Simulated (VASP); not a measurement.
ZnO, 4 atoms in the cell. Symmetry: P6_3/mmc, No. 194, hexagonal system. The conventional cell has a = 2.977 Å, b = 2.977 Å, c = 5.126 Å, α = 90.00°, β = 90.00°, γ = 120.00°. Within 2.8 Å of Zn (site symmetry -3m) lie 6 O at 2.14 Å and 2 Zn at 2.56 Å. O (site symmetry -6m2) has 6 Zn at 2.14 Å within 2.8 Å. 

| Property | Result |
| --- | --- |
| Program | VASP 6.6.1 |
| Task | single point |
| Functional | r2SCAN |
| Potentials or basis | VASP PAW PBE potentials, release 64 (Zn, O) |
| Cutoff | 520 eV |
| k mesh | 12 × 12 × 4 |
| Occupations | fermi-dirac, width 0.02 eV |
| Spin | no spin polarisation |
| Dipole correction | no |
| Further INCAR settings | ALGO = Normal; EDIFF = 1e-06; NBANDS = 26 |

Potentials or basis: VASP PAW PBE potentials, release 64 (Zn, O).

The run is started by

```sh
$ cat potpaw_PBE.64/Zn/POTCAR potpaw_PBE.64/O/POTCAR > POTCAR
$ cp INCAR.step1 INCAR
$ mpirun -np 1 vasp_std > vasp.out
$ cp INCAR.step2 INCAR
$ mpirun -np 1 vasp_std > vasp.out
```

Hardware: 1 thread of Intel(R) Xeon(R) Platinum 8488C (Sapphire Rapids), with other jobs on the host.

How long does it take, and how much memory?

Run time: 2.6 min on 1 thread of Intel(R) Xeon(R) Platinum 8488C (Sapphire Rapids), with other jobs on the host, peak memory 0.19 GiB. Counts: k points 57.
